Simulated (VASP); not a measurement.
Input of a VASP 6.6.1 run:

INCAR

```
SYSTEM = GaN
PREC     = Accurate       ! precision mode
ENCUT    = 520            ! plane-wave cutoff, eV
EDIFF    = 1E-6           ! SCF threshold, eV
ISMEAR   = -1             ! smearing method
SIGMA    = 0.05           ! smearing width, eV
LREAL    = .FALSE.        ! projectors in reciprocal space
LASPH    = .TRUE.         ! aspherical terms in the spheres
NELM     = 80             ! most SCF steps
ALGO     = Normal         ! electronic algorithm
ISIF     = 2              ! what is computed and relaxed
LWAVE    = .FALSE.        ! write WAVECAR
LCHARG   = .FALSE.        ! write CHGCAR
GGA      = PE             ! functional
NBANDS   = 26             ! bands
```

File KPOINTS:

```
regular mesh
0
G
  10 10 5
  0 0 0
```

POSCAR

```
GaN
1.0
    3.2218469041      0.0000000000      0.0000000000
   -1.6109234521      2.7902012661      0.0000000000
    0.0000000000      0.0000000000      5.2339814801
Ga N
2 2
Direct
    0.6666666667      0.3333333333      0.5000000000
    0.3333333333      0.6666666667      0.0000000000
    0.6666666667      0.3333333333      0.8750000000
    0.3333333333      0.6666666667      0.3750000000
```

Potentials or basis: VASP PAW PBE potentials, release 64 (Ga_d, N).

Command:

```bash
$ cat potpaw_PBE.64/Ga_d/POTCAR potpaw_PBE.64/N/POTCAR > POTCAR
$ mpirun -np 1 vasp_std > vasp.out
```

(1) Estimate the band gap on the k mesh.

(2) Estimate the pressure.

## Answers

(1) 1.71 eV, direct.

(2) 0.1 GPa.
